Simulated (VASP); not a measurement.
# Li (Im-3m) in VASP: notebook

Li is run at these levels: r2SCAN, PBE; tasks: single point.

Program: VASP 6.6.1. These are calculated values, not measurements. Logs are shortened: lines on timing, memory, paths and dates and some standing lists are left out, and cuts for length are marked.

### Step 1. The cell of the first run

Symmetry: Im-3m, No. 229, cubic system. The conventional cell has a = 3.446 Å, b = 3.446 Å, c = 3.446 Å, α = 90.00°, β = 90.00°, γ = 90.00°. Within 3.9 Å of Li (site symmetry m-3m) lie 14 Li at 2.98 to 3.45 Å.

### Step 2. Single point, r2SCAN

File POSCAR:

```
Li
1.0
   -1.7232274616      1.7232274616      1.7232274616
    1.7232274616     -1.7232274616      1.7232274616
    1.7232274616      1.7232274616     -1.7232274616
Li
1
Direct
    0.0000000000      0.0000000000      0.0000000000
```

File INCAR.step1:

```
  PREC = Accurate
  ENCUT = 520
  ISMEAR = -1
  SIGMA = 0.1
  LREAL = F
  LASPH = T
  NELM = 60
  NBANDS = 8
  GGA = PE
  ALGO = Normal
  EDIFF = 1E-4
  LWAVE = T
  LCHARG = F
```

File INCAR.step2:

```
  PREC = Accurate
  ENCUT = 520
  EDIFF = 1E-6
  ISMEAR = -1
  SIGMA = 0.1
  LREAL = F
  LASPH = T
  NELM = 60
  ALGO = Normal
  ISIF = 2
  LWAVE = F
  LCHARG = T
  METAGGA = R2SCAN
  LMIXTAU = T
  LELF = T
  LVHAR = T
  NBANDS = 8
  ISTART = 1
```

File KPOINTS:

```
regular mesh
0
Gamma
  14 14 14
```

Potentials or basis: VASP PAW PBE potentials, release 64 (Li_sv).

On the command line:

```bash
cat potpaw_PBE.64/Li_sv/POTCAR > POTCAR
cp INCAR.step1 INCAR
mpirun -np 1 vasp_std > vasp.out
cp INCAR.step2 INCAR
mpirun -np 1 vasp_std > vasp.out
```

OUTCAR:

```text
PREC = Accurate
   ENCUT = 520
   EDIFF = 1E-6
   ISMEAR = -1
   LREAL = F
   LASPH = T
   NELM = 60
   ISIF = 2
   METAGGA = R2SCAN
   ISTART = 1

 ion  position               nearest neighbor table
   1  0.000  0.000  0.000-

  LATTYP: Found a body centered cubic cell.
 ALAT       =     3.4464549232

  Lattice vectors:

 A1 = (  -1.7232274616,   1.7232274616,   1.7232274616)
 A2 = (   1.7232274616,  -1.7232274616,   1.7232274616)
 A3 = (   1.7232274616,   1.7232274616,  -1.7232274616)

Analysis of symmetry for initial positions (statically):
=====================================================================
 Subroutine PRICEL returns:
 Original cell was already a primitive cell.

 Routine SETGRP: Setting up the symmetry group for a
 body centered cubic supercell.

 Subroutine GETGRP returns: Found 48 space group operations
 (whereof 48 operations were pure point group operations)
 out of a pool of 48 trial point group operations.

The static configuration has the point symmetry O_h .

Analysis of symmetry for dynamics (positions and initial velocities):
=====================================================================
 Subroutine PRICEL returns:
 Original cell was already a primitive cell.

 Routine SETGRP: Setting up the symmetry group for a
 body centered cubic supercell.

 Subroutine GETGRP returns: Found 48 space group operations
 (whereof 48 operations were pure point group operations)
 out of a pool of 48 trial point group operations.

The dynamic configuration has the point symmetry O_h .

 Subroutine INISYM returns: Found 48 space group operations
 (whereof 48 operations are pure point group operations),
 and found     1 'primitive' translations

----------------------------------------------------------------------------------------

                                     Primitive cell

  volume of cell :      20.4686

  direct lattice vectors                    reciprocal lattice vectors
    -1.723227462  1.723227462  1.723227462     0.000000000  0.290153222  0.290153222
     1.723227462 -1.723227462  1.723227462     0.290153222  0.000000000  0.290153222
     1.723227462  1.723227462 -1.723227462     0.290153222  0.290153222  0.000000000

  length of vectors
     2.984717516  2.984717516  2.984717516     0.410338622  0.410338622  0.410338622

  position of ions in fractional coordinates (direct lattice)
[... 77 lines left out ...]
   EDIFF  = 0.1E-05   stopping-criterion for ELM
   LREAL  =      F    real-space projection
   EDIFFG = 0.1E-04   stopping-criterion for IOM
   NSW    =      0    number of steps for IOM
   IBRION =     -1    ionic relax: 0-MD 1-quasi-New 2-CG
   NFREE  =      0    steps in history (QN), initial steepest desc. (CG)
   ISIF   =      2    stress and relaxation
   ISYM   =      2    0-nonsym 1-usesym 2-fastsym
   POTIM  = 0.5000    time-step for ionic-motion
   TEBEG  =    0.0;   TEEND  =   0.0 temperature during run
   PSTRESS=    0.0 pullay stress
   NELECT =       3.0000    total number of electrons
   NUPDOWN=      -1.0000    fix difference up-down
   EMIN   =  10.00;   EMAX   =-10.00  energy-range for DOS
   EFERMI =   0.00;   METHOD = LEGACY
   ISMEAR =    -1;   SIGMA  =   0.10  broadening in eV -4-tet -1-fermi 0-gaus
   EFERMI_NEDOS =   21; number of points for ismear=-14 and -15
   IALGO  =     38    algorithm
   IMIX   =      4    mixing-type and parameters
     AMIX     =   0.40;   BMIX     =  1.00
     AMIX_MAG =   1.60;   BMIX_MAG =  1.00
  volume/ion in A,a.u.               =      20.47       138.13
  Fermi-wavevector in a.u.,A,eV,Ry     =   0.863149  1.631116 10.136706  0.745027
  Thomas-Fermi vector in A             =   1.981057
   LORBIT       =      0    0 simple, 1 ext, 2 COOP (PROOUT), +10 PAW based schemes
   METAGGA = R2SCAN    functional components
   LHFCALC =     F    Hartree Fock is set to
   AEXX    =    0.0000 exact exchange contribution
   IVDW    =     0    specifies the selected vdW correction
   LEPSILON=     F    determine dielectric tensor
   LRPA    =     F    only Hartree local field effects (RPA)
 non-spin polarized calculation
  energy-cutoff  :      520.00
  volume of cell :       20.47
 maximum number of plane-waves:       586
 NGX is ok and might be reduce to    24
   NGX = 11   NGY = 11   NGZ = 11

 number of electron       2.9999997 magnetization

 Free energy of the ion-electron system (eV)
  ---------------------------------------------------
  ext. energy  EPLUGINS =         0.00000000
  ---------------------------------------------------
  free energy    TOTEN  =        -2.38713650 eV

  energy without entropy =       -2.37157366  energy(sigma->0) =       -2.37935508

 E-fermi :   0.5926     XC(G=0):  -7.4214

 val. band max:        0.5849420805   @ k =   0.2857   0.2143  -0.0000
 cond. band min:       0.6176730919   @ k =  -0.3571   0.4286   0.1429
 fundamental gap:      0.0327310114
 Fermi energy:         0.5926158582

 k-point     1 :       0.0000    0.0000    0.0000
  band No.  band energies     occupation
      1     -47.4691      2.00000
      2      -3.2576      2.00000
      3      16.8003      0.00000
      4      16.8013      0.00000
      5      16.8013      0.00000
      6      21.0266      0.00000
      7      21.0266      0.00000
      8      21.0268      0.00000
[... 243 lines left out ...]
 k-point    24 :       0.3571    0.2857    0.0000
  band No.  band energies     occupation
      1     -47.4470      2.00000
      2       2.5277      0.00000
      3       3.6641      0.00000
      4       7.3382      0.00000
      5      12.2138      0.00000
      6      20.3655      0.00000
      7      21.8175      0.00000
      8      21.8368      0.00000

 [... further k-points ...]

------------------------ aborting loop because EDIFF is reached ----------------------------------------

  FORCE on cell =-STRESS in cart. coord.  units (eV):
  Direction    XX          YY          ZZ          XY          YZ          ZX
  --------------------------------------------------------------------------------------
  -------------------------------------------------------------------------------------
  Total        0.0066136      0.0066136      0.0066136      0.0000000      0.0000000     -0.0000000
  in kB        0.5176759      0.5176759      0.5176759      0.0000000      0.0000000     -0.0000000
  external PRESSURE =       0.5176759 kB  Pullay stress =       0.0000000 kB

 VOLUME and BASIS-vectors are now :
 -----------------------------------------------------------------------------
  energy-cutoff  :      520.00
  volume of cell :       20.47
      direct lattice vectors                 reciprocal lattice vectors
    -1.723227462  1.723227462  1.723227462     0.000000000  0.290153222  0.290153222
     1.723227462 -1.723227462  1.723227462     0.290153222  0.000000000  0.290153222
     1.723227462  1.723227462 -1.723227462     0.290153222  0.290153222  0.000000000

 POSITION                                       TOTAL-FORCE (eV/Angst)
 -----------------------------------------------------------------------------------
      0.00000      0.00000      0.00000         0.000000      0.000000      0.000000
 -----------------------------------------------------------------------------------
    total drift:                               -0.000000      0.000000     -0.000000

  FREE ENERGIE OF THE ION-ELECTRON SYSTEM (eV)
  ---------------------------------------------------
  free  energy   TOTEN  =        -2.3871364960 eV

  energy  without entropy=       -2.3715736646  energy(sigma->0) =       -2.37935508
```

OUTCAR.step1:

```text
PREC = Accurate
   ENCUT = 520
   ISMEAR = -1
   LREAL = F
   LASPH = T
   NELM = 60
[... 478 lines left out ...]

 POSITION                                       TOTAL-FORCE (eV/Angst)
 -----------------------------------------------------------------------------------
      0.00000      0.00000      0.00000         0.000000      0.000000      0.000000
 -----------------------------------------------------------------------------------
    total drift:                                0.000000      0.000000     -0.000000

  FREE ENERGIE OF THE ION-ELECTRON SYSTEM (eV)
  ---------------------------------------------------
  free  energy   TOTEN  =        -1.9121688516 eV

  energy  without entropy=       -1.8953821918  energy(sigma->0) =       -1.90377552
```

OSZICAR.step1:

```text
N       E                     dE             d eps       ncg     rms          rms(c)
DAV:   1    -0.152464913882E+00   -0.15246E+00   -0.73061E+02  1680   0.262E+02
DAV:   2    -0.189696535111E+01   -0.17445E+01   -0.17213E+01  2448   0.346E+01
DAV:   3    -0.191358756075E+01   -0.16622E-01   -0.16607E-01  1944   0.293E+00
DAV:   4    -0.191381058085E+01   -0.22302E-03   -0.22301E-03  2488   0.270E-01
DAV:   5    -0.191381128787E+01   -0.70702E-06   -0.70703E-06  1952   0.111E-02    0.219E-01
DAV:   6    -0.191269319184E+01    0.11181E-02   -0.29545E-04  2632   0.658E-02    0.124E-01
DAV:   7    -0.191216990080E+01    0.52329E-03   -0.69388E-04  2512   0.103E-01    0.279E-02
DAV:   8    -0.191216885156E+01    0.10492E-05   -0.57219E-06   896   0.190E-02
   1 F= -.19121689E+01 E0= -.19037755E+01  d E =-.167867E-01
```

Run time: 66 s. Hardware: 1 thread of Intel Xeon 8259CL, shared host; peak memory 0.14 GiB.

What came out:

| Property | Result |
| --- | --- |
| Free energy | -2.3871 eV |
| Band gap on the k mesh | zero (an odd number of electrons rules out a gap without spin polarisation) |

Caveat: the cutoff is under 1.25 times the usual one of these potentials, so pressure, stress and relaxed cells hold a basis-set (Pulay) error; the PAW data sets were made with another functional, which shifts forces and pressure a little.

### Step 3. Single point, r2SCAN

This run uses another cell than the first one, of 21.08 Å³/atom.

File POSCAR:

```
Li
1.0
   -1.7401229258      1.7401229258      1.7401229258
    1.7401229258     -1.7401229258      1.7401229258
    1.7401229258      1.7401229258     -1.7401229258
Li
1
Direct
    0.0000000000      0.0000000000      0.0000000000
```

File INCAR.step1:

```
PREC = Accurate
ENCUT = 520
ISMEAR = -1
SIGMA = 0.1
LREAL = False
LASPH = True
NELM = 60
NBANDS = 8
GGA = PE
ALGO = Normal
EDIFF = 1E-4
LWAVE = True
LCHARG = False
```

File INCAR.step2:

```
PREC = Accurate
ENCUT = 520
EDIFF = 1E-6
ISMEAR = -1
SIGMA = 0.1
LREAL = False
LASPH = True
NELM = 60
ALGO = Normal
ISIF = 2
LWAVE = False
LCHARG = False
METAGGA = R2SCAN
LMIXTAU = True
NBANDS = 8
ISTART = 1
```

File KPOINTS:

```
Automatic mesh
0
Gamma
  14 14 14
```

Potentials or basis: VASP PAW PBE potentials, release 64 (Li_sv).

On the command line:

```bash
cat potpaw_PBE.64/Li_sv/POTCAR > POTCAR
cp INCAR.step1 INCAR
mpirun -np 1 vasp_std > vasp.out
cp INCAR.step2 INCAR
mpirun -np 1 vasp_std > vasp.out
```

Run time: 82 s. Hardware: 1 thread of Intel Xeon 8259CL, shared host; peak memory 0.14 GiB.

Results (log left out):

- Free energy: -2.3887 eV
- Band gap on the k mesh: zero (an odd number of electrons rules out a gap without spin polarisation)

Levels at points of the mesh, in eV from the Fermi level:
| k point | band 1 | band 2 | band 3 | band 4 | band 5 |
| --- | --- | --- | --- | --- | --- |
| (0.00, 0.00, 0.00) | -48.17 | -3.79 | 15.91 | 15.91 | 15.91 |
| (0.50, 0.00, 0.00) | -48.15 | 0.29 | 3.41 | 11.20 | 12.71 |
| (0.50, 0.50, 0.50) | -48.14 | 5.94 | 5.94 | 5.94 | 8.04 |

Caveat: the cutoff is under 1.25 times the usual one of these potentials, so pressure, stress and relaxed cells hold a basis-set (Pulay) error; the PAW data sets were made with another functional, which shifts forces and pressure a little.

### Step 4. Single point, r2SCAN

This run uses another cell than the first one, of 21.08 Å³/atom.

POSCAR is that of step 3.

File INCAR.step1:

```
SYSTEM = Li
PREC = Accurate
ENCUT = 520
ISMEAR = -1
SIGMA = 0.1
LREAL = .False.
LASPH = .True.
NELM = 100
NBANDS = 8
GGA = PE
ALGO = Normal
EDIFF = 1E-4
LWAVE = .True.
LCHARG = .False.
```

File INCAR.step2:

```
SYSTEM = Li
PREC = Accurate
ENCUT = 520
EDIFF = 1E-7
ISMEAR = -1
SIGMA = 0.1
LREAL = .False.
LASPH = .True.
NELM = 100
ALGO = Normal
ISIF = 2
LWAVE = .False.
LCHARG = .False.
METAGGA = R2SCAN
LMIXTAU = .True.
NBANDS = 8
ISTART = 1
```

File KPOINTS:

```
regular mesh
0
Gamma
  14 14 14
  0 0 0
```

On the command line:

```bash
cat potpaw_PBE.64/Li_sv/POTCAR > POTCAR
cp INCAR.step1 INCAR
mpirun -np 1 vasp_std > vasp.out
cp INCAR.step2 INCAR
mpirun -np 1 vasp_std > vasp.out
```

Run time: 2 min. Hardware: 1 thread of Intel Xeon 8259CL, shared host; peak memory 0.14 GiB.

Results (log left out):

```
Free energy            : -2.3887 eV
Band gap on the k mesh : zero (an odd number of electrons rules out a gap without spin polarisation)
```

Levels at points of the mesh, in eV from the Fermi level:
```csv
k point,band 1,band 2,band 3,band 4,band 5
"(0.00, 0.00, 0.00)",-48.17,-3.79,15.91,15.91,15.91
"(0.50, 0.00, 0.00)",-48.15,0.29,3.41,11.20,12.71
"(0.50, 0.50, 0.50)",-48.14,5.94,5.94,5.94,8.04
```

Caveat: the cutoff is under 1.25 times the usual one of these potentials, so pressure, stress and relaxed cells hold a basis-set (Pulay) error; the PAW data sets were made with another functional, which shifts forces and pressure a little.

### Step 5. Single point, PBE

This run uses another cell than the first one, of 19.05 Å³/atom.

File INCAR:

```
SYSTEM = Li
ALGO = Normal
EDIFF = 1E-7
ENCUT = 520
GGA = PE
ISIF = 2
ISMEAR = -1
LASPH = .True.
LCHARG = .False.
LREAL = .False.
LWAVE = .False.
NBANDS = 8
NELM = 60
PREC = Accurate
SIGMA = 0.06122561905347299
```

File KPOINTS:

```
k-points
0
Gamma
  45 45 45
  0 0 0
```

File POSCAR:

```
Li
1.0
   -1.6824600741      1.6824600741      1.6824600741
    1.6824600741     -1.6824600741      1.6824600741
    1.6824600741      1.6824600741     -1.6824600741
Li
1
Direct
    0.0000000000      0.0000000000      0.0000000000
```

On the command line:

```bash
cat potpaw_PBE.64/Li_sv/POTCAR > POTCAR
mpirun -np 1 vasp_std > vasp.out
```

It took 5.9 min on 1 thread of Intel Xeon 8259CL, shared host; peak memory 0.36 GiB.

The run converged. Its results:

```yaml
Free_energy: -1.9038 eV
Band_gap_on_the_k_mesh: zero (an odd number of electrons rules out a gap without spin polarisation)
```

Levels at points of the mesh, in eV from the Fermi level:
```
           k point  band 1  band 2  band 3  band 4
(0.00, 0.00, 0.00)  -46.44   -3.66   15.25   15.25
```

Caveat: the cutoff is under 1.25 times the usual one of these potentials, so pressure, stress and relaxed cells hold a basis-set (Pulay) error.

### Step 6. The runs side by side

```tsv
level	cell	k mesh	smearing	gap on the mesh (eV)
r2SCAN	a = 2.985 Å, angles 109.5°, 1 atom	14 × 14 × 14	fermi-dirac 0.1 eV	none
r2SCAN	a = 3.014 Å, angles 109.5°, 1 atom	14 × 14 × 14	fermi-dirac 0.1 eV	none
PBE	a = 2.914 Å, angles 109.5°, 1 atom	45 × 45 × 45	fermi-dirac 0.0612256 eV	none
```

Alike in all rows: task single point; potentials or basis VASP PAW PBE potentials, release 64 (Li_sv); no spin polarisation; cutoff (eV) 520.

Caveats: the cutoff is under 1.25 times the usual one of these potentials, so pressure, stress and relaxed cells hold a basis-set (Pulay) error; the PAW data sets were made with another functional, which shifts forces and pressure a little (at least some runs).

Absolute energies hang on the potentials; compare differences alone.

The gap in the log of VASP goes by the Fermi energy; the results here count the filled bands.